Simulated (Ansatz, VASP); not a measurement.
# One calculation of Cu, two programs

```
Cu
1.0
    -1.44279    1.44279    1.37608
     1.44279   -1.44279    1.37608
     1.44279    1.44279   -1.37608
Cu
1
Direct
  0.00000 0.00000 0.00000
```

Alike in both runs: task single point; functional LDA; k mesh 26 × 26 × 26; occupations gaussian, width 0.15 eV; no spin polarisation.

|  | VASP | Ansatz |
| --- | --- | --- |
| version | VASP 6.6.1 | Ansatz 0.2.0 |
| potentials or method | VASP PAW LDA potentials, release 64 (Cu), cutoff 520 eV | scalar-relativistic, plane waves, PAW |
| valence electrons in the cell | 11 | 19 |

|  | VASP | Ansatz | Ansatz less VASP |
| --- | --- | --- | --- |
| gap on the k mesh at the Fermi level (eV) | none | none | - |
| pressure (GPa) | -6.8 | -7.8 | -1.00 |
| traceless stress, the component that is largest in VASP (GPa) | -0.18 | -0.18 | -0.003 |

LDA's correlation is that of Perdew and Zunger in VASP and of Perdew and Wang (1992) in Ansatz. A gap of «none» marks a metal or a gap that the smearing closes. VASP's potentials hold 11 valence electrons a cell and Ansatz's 19, so a difference there can come from the potentials and not from the codes.
